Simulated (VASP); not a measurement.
Wanted: the native input for a VASP 6.6.1 run.

```
Task                : molecular dynamics
Functional          : PBE
Dispersion          : D3(BJ)
Potentials or basis : VASP PAW PBE potentials, release 64 (Si, S, Li_sv, N)
Cutoff              : 550 eV
k mesh              : 1 × 1 × 1, shifted
Occupations         : fermi-dirac, width 0.112 eV
Spin                : no spin polarisation
Dipole correction   : no
```

The structure of Li6SiS2N2 lies in POSCAR:

```
Li6SiS2N2
1.0
    7.0575940000      0.2300220000     -0.0127870000
    0.2300220000      6.8226690000     -0.2070970000
   -0.0127870000     -0.2070970000      7.0752940000
Si S Li N
2 4 12 4
Direct
    0.3798526959      0.7952409645      0.7099059378
    0.9884282053      0.6788786931      0.0876245083
    0.9318151038      0.3744659782      0.0517991321
    0.7994059312      0.8597102004      0.3114878449
    0.8354153902      0.8125425542      0.8483683566
    0.2556341879      0.4896812391      0.4922034543
    0.7148704882      0.4173848179      0.7819474619
    0.2105745119      0.3992217592      0.8063607643
    0.5959233128      0.0594742688      0.0234663682
    0.0221294882      0.2503599900      0.4908245864
    0.7484945458      0.2628195439      0.3023366862
    0.5167000116      0.6036854710      0.0530725531
    0.0574537916      0.7504221317      0.6241949656
    0.5144674111      0.3333922045      0.5892179407
    0.8398989960      0.0896307961      0.7370428092
    0.1343370911      0.0004375904      0.0516425847
    0.7728022725      0.5962954704      0.4396556594
    0.1852899626      0.7543866776      0.3665017274
    0.2658650652      0.9547540523      0.5794384430
    0.7689336147      0.3015439430      0.5623367312
    0.7005182518      0.2899121192      0.0236383272
    0.2225538665      0.7557837433      0.0865985083
```

These files were run (other wordings do the same):

INCAR

```
SYSTEM = Li6SiS2N2
  PREC = Normal
  ENCUT = 550
  EDIFF = 1E-5
  ISMEAR = -1
  SIGMA = 0.112
  LREAL = Auto
  LASPH = .TRUE.
  NELM = 120
  ALGO = Normal
  ISIF = 2
  LWAVE = .FALSE.
  LCHARG = .FALSE.
  GGA = PE
  IVDW = 12
  NBANDS = 61
  ISYM = -1
  IBRION = 0
  NSW = 40
  POTIM = 1.5
  TEBEG = 1300.0
  TEEND = 1300.0
  NELMIN = 4
  RANDOM_SEED = 10862 0 0
  MDALGO = 3
  LANGEVIN_GAMMA = 30 30 30 30
  GGA_COMPAT = .FALSE.
  MAXMIX = 40
```

KPOINTS

```
explicit points
1
Reciprocal
  0.25000000   0.25000000   0.25000000 1
```

Potentials or basis: VASP PAW PBE potentials, release 64 (Si, S, Li_sv, N).

Run with:

```console
$ cat potpaw_PBE.64/Si/POTCAR potpaw_PBE.64/S/POTCAR potpaw_PBE.64/Li_sv/POTCAR potpaw_PBE.64/N/POTCAR > POTCAR
$ mpirun -np 1 vasp_std > vasp.out
```

Results of the run:

```
Dispersion energy per atom : -0.215 eV
```

It took 6.2 min on 1 thread of AMD EPYC 9R45 96-Core Processor (Zen 5), on a shared host, peak memory 0.3 GiB.
